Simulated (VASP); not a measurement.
Wanted: the native input for a VASP 6.6.1 run.

```yaml
Task: single point
Functional: PBEsol
Dispersion: D3(BJ)
Potentials_or_basis: VASP PAW PBE potentials, release 64 (Al)
Cutoff: 500 eV
k_mesh: 18 × 18 × 18
Occupations: gaussian, width 0.1 eV
Spin: no spin polarisation
Dipole_correction: no
Further_INCAR_settings: ALGO = Normal; EDIFF = 1e-06; NBANDS = 8
```

The structure of Al lies in POSCAR:

```
Al
1.0
    0.0000000000      1.9809156690      1.9809156690
    1.9809156690      0.0000000000      1.9809156690
    1.9809156690      1.9809156690      0.0000000000
Al
1
Direct
    0.0000000000      0.0000000000      0.0000000000
```

The input as run:

INCAR

```
PREC     = Accurate       # precision mode
ENCUT    = 500            # plane-wave cutoff, eV
EDIFF    = 1E-6           # SCF threshold, eV
ISMEAR   = 0              # smearing method
SIGMA    = 0.1            # smearing width, eV
LREAL    = False          # projectors in reciprocal space
LASPH    = True           # aspherical terms in the spheres
NELM     = 120            # most SCF steps
ALGO     = Normal         # electronic algorithm
ISIF     = 2              # what is computed and relaxed
LWAVE    = False          # write WAVECAR
LCHARG   = False          # write CHGCAR
GGA      = PS             # functional
IVDW     = 12             # dispersion correction
NBANDS   = 8              # bands
GGA_COMPAT= False
```

KPOINTS

```
Automatic mesh
0
Gamma
  18 18 18
```

Potentials or basis: VASP PAW PBE potentials, release 64 (Al).

Command:

```console
$ cat potpaw_PBE.64/Al/POTCAR > POTCAR
$ mpirun -np 1 vasp_std > vasp.out
```

Results of the run:

- Pressure: 0.1 GPa
- Band gap on the k mesh: zero (an odd number of electrons rules out a gap without spin polarisation)
- Dispersion energy per atom: -0.337 eV

Caveat: the PAW data sets were made with another functional, which shifts forces and pressure a little.

Wall time 8.2 s on 1 thread of AMD EPYC 9R45 96-Core Processor (Zen 5), on a shared host, peak memory 0.11 GiB.
